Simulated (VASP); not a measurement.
# Ti (Im-3m) in VASP: single point with PBE

Aim: the single point of Ti with PBE.

Everything below comes from runs of VASP 6.6.1. Logs are shortened: lines on timing, memory, paths and dates and some standing lists are left out, and cuts for length are marked.

## 1. The cell of the first run

It takes space group Im-3m (No. 229, cubic). The conventional cell has a = 2.884 Å, b = 2.884 Å, c = 2.884 Å, α = 90.00°, β = 90.00°, γ = 90.00°. Ti (site symmetry m-3m) has 14 Ti at 2.50 to 2.88 Å within 3.3 Å.

This isn't the form of Ti at room conditions, which is hcp.

## 2. Single point, PBE

INCAR reads:

```
ALGO = Normal ; EDIFF = 1E-6
ENCUT = 520 ; GGA = PE
ISIF = 2 ; ISMEAR = -1
LASPH = T ; LCHARG = F
LREAL = F ; LWAVE = F
NBANDS = 12 ; NELM = 100
PREC = Accurate ; SIGMA = 0.1
```

KPOINTS reads:

```
k-points
0
Gamma
  19 19 19
```

POSCAR reads:

```
Ti
1.0
   -1.4419429665      1.4419429665      1.4419429665
    1.4419429665     -1.4419429665      1.4419429665
    1.4419429665      1.4419429665     -1.4419429665
Ti
1
Direct
    0.0000000000      0.0000000000      0.0000000000
```

Potentials or basis: VASP PAW PBE potentials, release 64 (Ti_sv).

On the command line:

```sh
cat potpaw_PBE.64/Ti_sv/POTCAR > POTCAR
mpirun -np 1 vasp_std > vasp.out
```

OUTCAR:

```text
EDIFF = 1E-6
   ENCUT = 520
   GGA = PE
   ISIF = 2
   ISMEAR = -1
   LASPH = T
   LREAL = F
   NELM = 100
   PREC = Accurate

 ion  position               nearest neighbor table
   1  0.000  0.000  0.000-

  LATTYP: Found a body centered cubic cell.
 ALAT       =     2.8838859330

  Lattice vectors:

 A1 = (  -1.4419429665,   1.4419429665,   1.4419429665)
 A2 = (   1.4419429665,  -1.4419429665,   1.4419429665)
 A3 = (   1.4419429665,   1.4419429665,  -1.4419429665)

Analysis of symmetry for initial positions (statically):
=====================================================================
 Subroutine PRICEL returns:
 Original cell was already a primitive cell.

 Routine SETGRP: Setting up the symmetry group for a
 body centered cubic supercell.

 Subroutine GETGRP returns: Found 48 space group operations
 (whereof 48 operations were pure point group operations)
 out of a pool of 48 trial point group operations.

The static configuration has the point symmetry O_h .

Analysis of symmetry for dynamics (positions and initial velocities):
=====================================================================
 Subroutine PRICEL returns:
 Original cell was already a primitive cell.

 Routine SETGRP: Setting up the symmetry group for a
 body centered cubic supercell.

 Subroutine GETGRP returns: Found 48 space group operations
 (whereof 48 operations were pure point group operations)
 out of a pool of 48 trial point group operations.

The dynamic configuration has the point symmetry O_h .

 Subroutine INISYM returns: Found 48 space group operations
 (whereof 48 operations are pure point group operations),
 and found     1 'primitive' translations

----------------------------------------------------------------------------------------

                                     Primitive cell

  volume of cell :      11.9923

  direct lattice vectors                    reciprocal lattice vectors
    -1.441942967  1.441942967  1.441942967     0.000000000  0.346754353  0.346754353
     1.441942967 -1.441942967  1.441942967     0.346754353  0.000000000  0.346754353
     1.441942967  1.441942967 -1.441942967     0.346754353  0.346754353  0.000000000

  length of vectors
     2.497518480  2.497518480  2.497518480     0.490384708  0.490384708  0.490384708

  position of ions in fractional coordinates (direct lattice)
     0.000000000  0.000000000  0.000000000

  ion indices of the primitive-cell ions
[... 80 lines left out ...]
   ISIF   =      2    stress and relaxation
   ISYM   =      2    0-nonsym 1-usesym 2-fastsym
   POTIM  = 0.5000    time-step for ionic-motion
   TEBEG  =    0.0;   TEEND  =   0.0 temperature during run
   PSTRESS=    0.0 pullay stress
   NELECT =      12.0000    total number of electrons
   NUPDOWN=      -1.0000    fix difference up-down
   EMIN   =  10.00;   EMAX   =-10.00  energy-range for DOS
   EFERMI =   0.00;   METHOD = LEGACY
   ISMEAR =    -1;   SIGMA  =   0.10  broadening in eV -4-tet -1-fermi 0-gaus
   EFERMI_NEDOS =   21; number of points for ismear=-14 and -15
   IALGO  =     38    algorithm
   IMIX   =      4    mixing-type and parameters
     AMIX     =   0.40;   BMIX     =  1.00
     AMIX_MAG =   1.60;   BMIX_MAG =  1.00
  volume/ion in A,a.u.               =      11.99        80.93
  Fermi-wavevector in a.u.,A,eV,Ry     =   1.637447  3.094326 36.480371  2.681232
  Thomas-Fermi vector in A             =   2.728585
   LORBIT       =      0    0 simple, 1 ext, 2 COOP (PROOUT), +10 PAW based schemes
   GGA     = PE    functional components
   LHFCALC =     F    Hartree Fock is set to
   AEXX    =    0.0000 exact exchange contribution
   IVDW    =     0    specifies the selected vdW correction
   LEPSILON=     F    determine dielectric tensor
   LRPA    =     F    only Hartree local field effects (RPA)
 non-spin polarized calculation
  energy-cutoff  :      520.00
  volume of cell :       11.99
 maximum number of plane-waves:       335
   NGX =  9   NGY =  9   NGZ =  9

 number of electron      12.0000003 magnetization

 Free energy of the ion-electron system (eV)
  ---------------------------------------------------
  ext. energy  EPLUGINS =         0.00000000
  ---------------------------------------------------
  free energy    TOTEN  =        -6.89362823 eV

  energy without entropy =       -6.85163250  energy(sigma->0) =       -6.87263036

 E-fermi :  12.5656     XC(G=0): -13.3535

 val. band max:       12.5563335001   @ k =  -0.3684  -0.4211   0.1579
 cond. band min:      12.5667961240   @ k =  -0.2632   0.2632   0.0526
 fundamental gap:      0.0104626240
 Fermi energy:        12.5655638857

 k-point     1 :       0.0000    0.0000    0.0000
  band No.  band energies     occupation
      1     -43.5118      2.00000
      2     -18.5434      2.00000
      3     -18.5434      2.00000
      4     -18.5434      2.00000
      5       6.1335      2.00000
      6      13.7735      0.00001
      7      13.7735      0.00001
      8      13.7735      0.00001
      9      16.4917      0.00000
     10      16.4917      0.00000
     11      32.7090      0.00000
     12      32.7090      0.00000
[... 331 lines left out ...]
 k-point    24 :       0.3158    0.1053   -0.0000
  band No.  band energies     occupation
      1     -43.0439      2.00000
      2     -20.2629      2.00000
      3     -19.1098      2.00000
      4     -18.6475      2.00000
      5       9.5162      2.00000
      6      11.8702      1.99809
      7      13.4533      0.00028
      8      16.2833      0.00000
      9      17.1967      0.00000
     10      18.6275      0.00000
     11      28.1759      0.00000
     12      29.7403      0.00000

 [... further k-points ...]

------------------------ aborting loop because EDIFF is reached ----------------------------------------

  FORCE on cell =-STRESS in cart. coord.  units (eV):
  Direction    XX          YY          ZZ          XY          YZ          ZX
  --------------------------------------------------------------------------------------
  -------------------------------------------------------------------------------------
  Total        5.0189191      5.0189191      5.0189191      0.0000000      0.0000000      0.0000000
  in kB      670.5274110    670.5274110    670.5274110      0.0000000      0.0000000      0.0000000
  external PRESSURE =     670.5274110 kB  Pullay stress =       0.0000000 kB

 VOLUME and BASIS-vectors are now :
 -----------------------------------------------------------------------------
  energy-cutoff  :      520.00
  volume of cell :       11.99
      direct lattice vectors                 reciprocal lattice vectors
    -1.441942967  1.441942967  1.441942967     0.000000000  0.346754353  0.346754353
     1.441942967 -1.441942967  1.441942967     0.346754353  0.000000000  0.346754353
     1.441942967  1.441942967 -1.441942967     0.346754353  0.346754353  0.000000000

 POSITION                                       TOTAL-FORCE (eV/Angst)
 -----------------------------------------------------------------------------------
      0.00000      0.00000      0.00000        -0.000000     -0.000000      0.000000
 -----------------------------------------------------------------------------------
    total drift:                                0.000000     -0.000000      0.000000

  FREE ENERGIE OF THE ION-ELECTRON SYSTEM (eV)
  ---------------------------------------------------
  free  energy   TOTEN  =        -6.8936282308 eV

  energy  without entropy=       -6.8516324965  energy(sigma->0) =       -6.87263036
```

OSZICAR:

```text
N       E                     dE             d eps       ncg     rms          rms(c)
DAV:   1     0.863755835384E+02    0.86376E+02   -0.65664E+03  5316   0.131E+03
DAV:   2    -0.350003455231E+01   -0.89876E+02   -0.87164E+02  5424   0.304E+02
DAV:   3    -0.712187827759E+01   -0.36218E+01   -0.35786E+01  6540   0.628E+01
DAV:   4    -0.721681689710E+01   -0.94939E-01   -0.94750E-01  5900   0.861E+00
DAV:   5    -0.721929176119E+01   -0.24749E-02   -0.24746E-02  5960   0.118E+00    0.134E+01
DAV:   6    -0.682942976709E+01    0.38986E+00   -0.96058E-01  5768   0.151E+01    0.514E+00
DAV:   7    -0.686199223811E+01   -0.32562E-01   -0.12198E-01  6472   0.456E+00    0.204E+00
DAV:   8    -0.689323840187E+01   -0.31246E-01   -0.73334E-02  5516   0.271E+00    0.113E-01
DAV:   9    -0.689349000336E+01   -0.25160E-03   -0.73493E-03  6088   0.731E-01    0.161E-01
DAV:  10    -0.689367637426E+01   -0.18637E-03   -0.64766E-04  5444   0.254E-01    0.580E-02
DAV:  11    -0.689362802001E+01    0.48354E-04   -0.62375E-05  6000   0.118E-01    0.648E-03
DAV:  12    -0.689362823078E+01   -0.21076E-06   -0.13574E-06  5512   0.125E-02
   1 F= -.68936282E+01 E0= -.68726304E+01  d E =-.419957E-01
```

Run time: 41 s. Hardware: 1 thread of Intel Xeon 8259CL, shared host; peak memory 0.15 GiB.

What came out:

| Quantity | Value |
| --- | --- |
| Free energy | -6.8936 eV |
| Pressure | 67.1 GPa |
| Band gap on the k mesh | zero (bands 6 and 7 overlap by 2.11 eV) |

Levels at points of the mesh, in eV from the Fermi level:
| k point | band 4 | band 5 | band 6 | band 7 | band 8 | band 9 |
| --- | --- | --- | --- | --- | --- | --- |
| (0.00, 0.00, 0.00) | -31.11 | -6.43 | 1.21 | 1.21 | 1.21 | 3.93 |

Caveat: the cell stands under pressure.
